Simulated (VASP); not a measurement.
A run of VASP 6.6.1:

File POSCAR:

```
ScB2Sb3
1.0
    6.4245641666     -0.0000000031      0.0000000000
   -3.2122820806      5.5638357780      0.0000000000
    0.0000000000      0.0000000000      3.3557524267
Sc B Sb
1 2 3
Direct
    0.0000000000      0.0000000000      0.0000000000
    0.3333333333      0.6666666667      0.0000000000
    0.6666666667      0.3333333333      0.0000000000
    0.5000000000      0.0000000000      0.5000000000
    0.5000000000      0.5000000000      0.5000000000
    0.0000000000      0.5000000000      0.5000000000
```

Contents of INCAR.step1:

```
PREC     = Accurate       # precision mode
ENCUT    = 520            # plane-wave cutoff, eV
EDIFF    = 1E-6           # SCF threshold, eV
ISMEAR   = 0              # smearing method
SIGMA    = 0.1            # smearing width, eV
LREAL    = F              # projectors in reciprocal space
LASPH    = T              # aspherical terms in the spheres
NELM     = 100            # most SCF steps
ALGO     = Fast           # electronic algorithm
ISIF     = 2              # what is computed and relaxed
LWAVE    = F              # write WAVECAR
LCHARG   = T              # write CHGCAR
LMAXMIX  = 4              # l up to which the mixer works
GGA      = PE             # functional
NBANDS   = 25             # bands
```

KPOINTS.step1

```
regular mesh
0
Gamma
  6 6 10
```

The input INCAR.step2:

```
PREC     = Accurate       # precision mode
ENCUT    = 520            # plane-wave cutoff, eV
EDIFF    = 1E-6           # SCF threshold, eV
ISMEAR   = -5             # smearing method
SIGMA    = 0.1            # smearing width, eV
LREAL    = F              # projectors in reciprocal space
LASPH    = T              # aspherical terms in the spheres
NELM     = 100            # most SCF steps
ALGO     = Fast           # electronic algorithm
ISIF     = 2              # what is computed and relaxed
LWAVE    = F              # write WAVECAR
LCHARG   = F              # write CHGCAR
LMAXMIX  = 4              # l up to which the mixer works
GGA      = PE             # functional
LORBIT   = 11             # projections on sites
NEDOS    = 2001           # points of the DOS
ICHARG   = 11             # starting density
```

Contents of KPOINTS.step2:

```
regular mesh
0
Gamma
  9 9 15
```

Potentials or basis: VASP PAW PBE potentials, release 64 (Sc_sv, B, Sb).

Run with:

```sh
$ cat potpaw_PBE.64/Sc_sv/POTCAR potpaw_PBE.64/B/POTCAR potpaw_PBE.64/Sb/POTCAR > POTCAR
$ cp INCAR.step1 INCAR
$ cp KPOINTS.step1 KPOINTS
$ mpirun -np 1 vasp_std > vasp.out
$ cp INCAR.step2 INCAR
$ cp KPOINTS.step2 KPOINTS
$ mpirun -np 1 vasp_std > vasp.out
```

Hardware: 1 thread of Oxide Virtual Turin-like Processor (shared host).

**Question.** Estimate the wall time of this run.

**Answer.** It took 11 min on 1 thread of Oxide Virtual Turin-like Processor (shared host), peak memory 0.38 GiB. Counts: k points 96.
